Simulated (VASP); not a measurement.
# Al12Ga in VASP: single point with LDA

Aim: the single point of Al12Ga with LDA.

Everything below comes from runs of VASP 6.6.1. Logs are shortened: lines on timing, memory, paths and dates and some standing lists are left out, and cuts for length are marked.

## (1) The cell of the first run

The cell holds a slab with vacuum, 13 atoms: a = 5.634 Å, b = 5.634 Å, c = 21.104 Å, α = 90.00°, β = 90.00°, γ = 90.00°.

## (2) Single point, LDA, collinear spin

INCAR

```
SYSTEM = Al12Ga
PREC = Accurate ; ENCUT = 520
EDIFF = 1E-6 ; ISMEAR = 0
SIGMA = 0.1 ; LREAL = .FALSE.
LASPH = .TRUE. ; NELM = 150
ALGO = Normal ; ISIF = 2
LWAVE = .FALSE. ; LCHARG = .TRUE.
ISPIN = 2 ; MAGMOM = 0 0 0 0 0 0 0 0 0 0 0 0 1
LORBIT = 11 ; LDIPOL = .TRUE.
IDIPOL = 3 ; DIPOL = 0.5 0.5 0.305
GGA = CA ; LELF = .TRUE.
LVHAR = .TRUE. ; LVACPOTAV = .TRUE.
NBANDS = 40
```

KPOINTS

```
regular mesh
0
G
  5 5 1
  0 0 0
```

POSCAR

```
Al12Ga
1.0
    5.6343731020      0.0000000000      0.0000000000
    0.0000000000      5.6343731020      0.0000000000
    0.0000000000      0.0000000000     21.1039189491
Al Ga
12 1
Direct
    0.2500000000      0.2500000000      0.1895382564
    0.2500000000      0.7500000000      0.1895382564
    0.7500000000      0.2500000000      0.1895382564
    0.7500000000      0.7500000000      0.1895382564
    0.0000000000      0.0000000000      0.2867506898
    0.0000000000      0.5000000000      0.2867506898
    0.5000000000      0.0000000000      0.2867506898
    0.5000000000      0.5000000000      0.2867506898
    0.2500000000      0.2500000000      0.3840006668
    0.2500000000      0.7500000000      0.3840006668
    0.7500000000      0.2500000000      0.3840006668
    0.7500000000      0.7500000000      0.3840006668
    0.4166666667      0.4166666667      0.5256805135
```

Potentials or basis: VASP PAW LDA potentials, release 64 (Al, Ga_d).

Command:

```
$ cat potpaw_LDA.64/Al/POTCAR potpaw_LDA.64/Ga_d/POTCAR > POTCAR
$ mpirun -np 1 vasp_std > vasp.out
```

OUTCAR:

```text
SYSTEM = Al12Ga
   PREC = Accurate
   ENCUT = 520
   EDIFF = 1E-6
   ISMEAR = 0
   LREAL = .FALSE.
   LASPH = .TRUE.
   NELM = 150
   ISIF = 2
   ISPIN = 2
   LORBIT = 11
   GGA = CA

 ion  position               nearest neighbor table
   1  0.250  0.250  0.190-   2 2.82   3 2.82   2 2.82   3 2.82   7 2.86   8 2.86   5 2.86   6 2.86

   2  0.250  0.750  0.190-   1 2.82   4 2.82   1 2.82   4 2.82   7 2.86   8 2.86   5 2.86   6 2.86

   3  0.750  0.250  0.190-   1 2.82   4 2.82   4 2.82   1 2.82   7 2.86   8 2.86   5 2.86   6 2.86
[... 15 lines left out ...]
  11  0.750  0.250  0.384-   9 2.82  12 2.82  12 2.82   9 2.82   5 2.86   6 2.86   7 2.86   8 2.86

  12  0.750  0.750  0.384-  10 2.82  11 2.82  11 2.82  10 2.82   5 2.86   6 2.86   7 2.86   8 2.86

  13  0.417  0.417  0.526-

  LATTYP: Found a simple tetragonal cell.
 ALAT       =     5.6343731020
 C/A-ratio  =     3.7455664662

  Lattice vectors:

 A1 = (   5.6343731020,   0.0000000000,   0.0000000000)
 A2 = (   0.0000000000,   5.6343731020,   0.0000000000)
 A3 = (   0.0000000000,   0.0000000000,  21.1039189491)

Analysis of symmetry for initial positions (statically):
=====================================================================
 Subroutine PRICEL returns:
 Original cell was already a primitive cell.

 Routine SETGRP: Setting up the symmetry group for a
 simple tetragonal supercell.

 Subroutine GETGRP returns: Found  2 space group operations
 (whereof  2 operations were pure point group operations)
 out of a pool of 16 trial point group operations.

The static configuration has the point symmetry C_1h.

Analysis of symmetry for dynamics (positions and initial velocities):
=====================================================================
 Subroutine PRICEL returns:
 Original cell was already a primitive cell.

 Routine SETGRP: Setting up the symmetry group for a
 simple tetragonal supercell.

 Subroutine GETGRP returns: Found  2 space group operations
 (whereof  2 operations were pure point group operations)
 out of a pool of 16 trial point group operations.

The dynamic configuration has the point symmetry C_1h.

Analysis of structural, dynamic, and magnetic symmetry:
=====================================================================
 Subroutine PRICEL returns:
 Original cell was already a primitive cell.

 Routine SETGRP: Setting up the symmetry group for a
 simple tetragonal supercell.

 Subroutine GETGRP returns: Found  2 space group operations
 (whereof  2 operations were pure point group operations)
 out of a pool of 16 trial point group operations.

The overall configuration has the point symmetry C_1h.

 Subroutine INISYM returns: Found  2 space group operations
 (whereof  2 operations are pure point group operations),
 and found     1 'primitive' translations

----------------------------------------------------------------------------------------

                                     Primitive cell

  volume of cell :     669.9684

  direct lattice vectors                    reciprocal lattice vectors
     5.634373102  0.000000000  0.000000000     0.177482034  0.000000000  0.000000000
     0.000000000  5.634373102  0.000000000     0.000000000  0.177482034  0.000000000
     0.000000000  0.000000000 21.103918949     0.000000000  0.000000000  0.047384564

  length of vectors
     5.634373102  5.634373102 21.103918949     0.177482034  0.177482034  0.047384564

  position of ions in fractional coordinates (direct lattice)
     0.250000000  0.250000000  0.189538256
     0.250000000  0.750000000  0.189538256
     0.750000000  0.250000000  0.189538256
     0.750000000  0.750000000  0.189538256
     0.000000000  0.000000000  0.286750690
     0.000000000  0.500000000  0.286750690
     0.500000000  0.000000000  0.286750690
     0.500000000  0.500000000  0.286750690
     0.250000000  0.250000000  0.384000667
     0.250000000  0.750000000  0.384000667
[... 77 lines left out ...]
   EDIFFG = 0.1E-04   stopping-criterion for IOM
   NSW    =      0    number of steps for IOM
   IBRION =     -1    ionic relax: 0-MD 1-quasi-New 2-CG
   NFREE  =      0    steps in history (QN), initial steepest desc. (CG)
   ISIF   =      2    stress and relaxation
   ISYM   =      2    0-nonsym 1-usesym 2-fastsym
   POTIM  = 0.5000    time-step for ionic-motion
   TEBEG  =    0.0;   TEEND  =   0.0 temperature during run
   PSTRESS=    0.0 pullay stress
   NELECT =      49.0000    total number of electrons
   NUPDOWN=      -1.0000    fix difference up-down
   EMIN   =  10.00;   EMAX   =-10.00  energy-range for DOS
   EFERMI =   0.00;   METHOD = LEGACY
   ISMEAR =     0;   SIGMA  =   0.10  broadening in eV -4-tet -1-fermi 0-gaus
   EFERMI_NEDOS =   21; number of points for ismear=-14 and -15
   IALGO  =     38    algorithm
   IMIX   =      4    mixing-type and parameters
     AMIX     =   0.40;   BMIX     =  1.00
     AMIX_MAG =   1.60;   BMIX_MAG =  1.00
  volume/ion in A,a.u.               =      51.54       347.78
  Fermi-wavevector in a.u.,A,eV,Ry     =   0.684629  1.293762  6.377284  0.468717
  Thomas-Fermi vector in A             =   1.764337
   LORBIT       =     11    0 simple, 1 ext, 2 COOP (PROOUT), +10 PAW based schemes
   GGA     = CA    functional components
   LHFCALC =     F    Hartree Fock is set to
   AEXX    =    0.0000 exact exchange contribution
   IVDW    =     0    specifies the selected vdW correction
   LEPSILON=     F    determine dielectric tensor
   LRPA    =     F    only Hartree local field effects (RPA)
 spin polarized calculation
 Gauss-broadening in eV      SIGMA  =   0.10
  energy-cutoff  :      520.00
  volume of cell :      669.97
 maximum number of plane-waves:     18131
 NGX is ok and might be reduce to    42
   NGX = 21   NGY = 21   NGZ = 79

 dipolmoment           0.000000      0.000000      0.031814 electrons x Angstroem

 number of electron      49.0000007 magnetization       0.0000587

 number of electron      49.0000007 magnetization      -0.0000049

 dipolmoment           0.000000      0.000000     -0.196705 electrons x Angstroem

 Free energy of the ion-electron system (eV)
  ---------------------------------------------------
  ext. energy  EPLUGINS =         0.00000000
  ---------------------------------------------------
  free energy    TOTEN  =       -48.42444832 eV

  energy without entropy =      -48.40292649  energy(sigma->0) =      -48.41368740

 E-fermi :  -0.2132     XC(G=0):  -4.5533

 val. band max:       -0.2340980499   @ k =  -0.4000   0.4000   0.0000
 cond. band min:      -0.0018042109   @ k =  -0.2000   0.2000   0.0000
 fundamental gap:      0.2322938390
 Fermi energy:        -0.2132082890

 spin component 1

 k-point     1 :       0.0000    0.0000    0.0000
  band No.  band energies     occupation
      1     -16.0717      1.00000
      2     -16.0713      1.00000
      3     -16.0277      1.00000
      4     -16.0258      1.00000
      5     -16.0136      1.00000
      6     -10.6036      1.00000
[... 340 lines left out ...]
     35       2.5820      0.00000
     36       2.6140      0.00000
 Fermi energy:        -0.2132082890

 spin component 2

 k-point     1 :       0.0000    0.0000    0.0000
  band No.  band energies     occupation
      1     -16.0717      1.00000
      2     -16.0713      1.00000
      3     -16.0277      1.00000
      4     -16.0258      1.00000
      5     -16.0136      1.00000
      6     -10.6036      1.00000
[... 340 lines left out ...]
     35       2.5820      0.00000
     36       2.6140      0.00000
 [bands above 36 left out]

------------------------ aborting loop because EDIFF is reached ----------------------------------------

  FORCE on cell =-STRESS in cart. coord.  units (eV):
  Direction    XX          YY          ZZ          XY          YZ          ZX
  --------------------------------------------------------------------------------------
  -------------------------------------------------------------------------------------
  Total       -8.2787335     -8.2787335     -4.6570749     -0.0044295      0.0643649      0.0643649
  in kB      -19.7979475    -19.7979475    -11.1370326     -0.0105928      0.1539237      0.1539238
  external PRESSURE =     -16.9109759 kB  Pullay stress =       0.0000000 kB

 VOLUME and BASIS-vectors are now :
 -----------------------------------------------------------------------------
  energy-cutoff  :      520.00
  volume of cell :      669.97
      direct lattice vectors                 reciprocal lattice vectors
     5.634373102  0.000000000  0.000000000     0.177482034  0.000000000  0.000000000
     0.000000000  5.634373102  0.000000000     0.000000000  0.177482034  0.000000000
     0.000000000  0.000000000 21.103918949     0.000000000  0.000000000  0.047384564

 POSITION                                       TOTAL-FORCE (eV/Angst)
 -----------------------------------------------------------------------------------
      1.40859      1.40859      4.00000         0.023768      0.023768     -0.004926
      1.40859      4.22578      4.00000         0.070278     -0.021125      0.007278
      4.22578      1.40859      4.00000        -0.021125      0.070278      0.007278
      4.22578      4.22578      4.00000        -0.068618     -0.068618      0.023578
      0.00000      0.00000      6.05156         0.027246      0.027246      0.035340
      0.00000      2.81719      6.05156         0.009369     -0.025589      0.081384
      2.81719      0.00000      6.05156        -0.025589      0.009369      0.081384
      2.81719      2.81719      6.05156        -0.017259     -0.017259      0.045186
      1.40859      1.40859      8.10392         0.075405      0.075405      0.357108
      1.40859      4.22578      8.10392         0.054840     -0.092041      0.264314
      4.22578      1.40859      8.10392        -0.092041      0.054840      0.264314
      4.22578      4.22578      8.10392        -0.059540     -0.059540      0.178902
      2.34766      2.34766     11.09392         0.023265      0.023265     -1.341139
 -----------------------------------------------------------------------------------
    total drift:                               -0.000034     -0.000034      0.001478

  FREE ENERGIE OF THE ION-ELECTRON SYSTEM (eV)
  ---------------------------------------------------
  free  energy   TOTEN  =       -48.4244483208 eV

  energy  without entropy=      -48.4029264886  energy(sigma->0) =      -48.41368740

 vacuum level on the upper side and lower side of the slab         3.189         4.311

 total charge

# of ion       s       p       d       tot
------------------------------------------
    1        0.485   0.302   0.000   0.787
    2        0.485   0.302   0.000   0.787
    3        0.485   0.302   0.000   0.787
    4        0.485   0.301   0.000   0.786
    5        0.444   0.350   0.000   0.794
    6        0.441   0.355   0.000   0.796
    7        0.441   0.355   0.000   0.796
    8        0.439   0.357   0.000   0.797
    9        0.468   0.315   0.000   0.783
   10        0.474   0.309   0.000   0.783
   11        0.474   0.309   0.000   0.783
   12        0.477   0.306   0.000   0.783
   13        1.203   0.240   9.919  11.362
--------------------------------------------------
tot          6.800   4.104   9.919  20.823

 magnetization (x)

# of ion       s       p       d       tot
------------------------------------------
    1       -0.000  -0.000   0.000  -0.000
    2       -0.000  -0.000   0.000  -0.000
    3       -0.000  -0.000   0.000  -0.000
    4       -0.000  -0.000   0.000  -0.000
    5        0.000   0.000   0.000   0.000
    6        0.000  -0.000   0.000   0.000
    7        0.000  -0.000   0.000   0.000
    8        0.000   0.000   0.000   0.000
    9        0.000   0.000   0.000   0.000
   10        0.000   0.000   0.000   0.000
   11        0.000   0.000   0.000   0.000
   12        0.000   0.000   0.000   0.000
   13       -0.000   0.000  -0.000   0.000
--------------------------------------------------
tot         -0.000   0.000  -0.000   0.000
```

It took 18 min on 1 thread of Intel Xeon Platinum 8488C (Sapphire Rapids), shared host; peak memory 0.71 GiB.

What came out:

| Quantity | Value |
| --- | --- |
| Free energy | -48.4244 eV |
| Largest force | 1.342 eV/Å |
| Net moment | 0.00 μB per cell |
| Valence electrons inside the program's atomic spheres | Al 0.79, 0.80, 0.78 (each value once); Ga 11.36 |

Forces in eV/Å, atoms in the order of the input:
```
Al   0.024  0.024 -0.005
Al   0.070 -0.021  0.007
Al  -0.021  0.070  0.007
Al  -0.069 -0.069  0.024
Al   0.027  0.027  0.035
Al   0.009 -0.026  0.081
Al  -0.026  0.009  0.081
Al  -0.017 -0.017  0.045
Al   0.075  0.075  0.357
Al   0.055 -0.092  0.264
Al  -0.092  0.055  0.264
Al  -0.060 -0.060  0.179
Ga   0.023  0.023 -1.341
```

Levels at points of the mesh, in eV from the Fermi level:
Spin up:
```csv
k point,band 21,band 22,band 23,band 24,band 25,band 26,band 27,band 28
"(0.00, 0.00, 0.00)",-0.98,-0.95,-0.79,-0.41,-0.24,-0.12,-0.05,-0.04
```
Spin down:
```csv
k point,band 21,band 22,band 23,band 24,band 25,band 26,band 27,band 28
"(0.00, 0.00, 0.00)",-0.98,-0.95,-0.79,-0.41,-0.24,-0.12,-0.05,-0.04
```
